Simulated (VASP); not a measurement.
TiO2, 6 atoms in the cell. It takes space group C2/c (No. 15, monoclinic). Conventional cell: a = 5.412 Å, b = 5.413 Å, c = 5.472 Å, α = 90.00°, β = 118.77°, γ = 90.00°. Ti (site symmetry 2) has 6 O at 1.93 to 2.00 Å within 2.6 Å. O (site symmetry 1) has 3 Ti at 1.93 to 2.00 Å and 2 O at 2.50 Å within 2.6 Å. 

```yaml
Program: VASP 6.6.1
Task: single point
Functional: LDA
Potentials_or_basis: VASP PAW LDA potentials, release 64 (Ti_sv, O)
Cutoff: 520 eV
k_mesh: 8 × 8 × 6
Occupations: gaussian, width 0.05 eV
Spin: no spin polarisation
Dipole_correction: no
k_mesh_for_the_DOS: 12 × 12 × 9
Occupations_for_the_DOS: tetrahedron
Further_INCAR_settings: ALGO = Normal; EDIFF = 1e-06; NBANDS = 33
```

Potentials or basis: VASP PAW LDA potentials, release 64 (Ti_sv, O).

Launch:

```bash
$ cat potpaw_LDA.64/Ti_sv/POTCAR potpaw_LDA.64/O/POTCAR > POTCAR
$ cp INCAR.step1 INCAR
$ cp KPOINTS.step1 KPOINTS
$ mpirun -np 1 vasp_std > vasp.out
$ cp INCAR.step2 INCAR
$ cp KPOINTS.step2 KPOINTS
$ mpirun -np 1 vasp_std > vasp.out
```

Hardware: 1 thread of Intel Xeon 8259CL (shared host).

Task: Estimate the wall time of this run.

Result: Run time: 16 min on 1 thread of Intel Xeon 8259CL, with other jobs on the host, peak memory 0.64 GiB. Counts: k points 355.
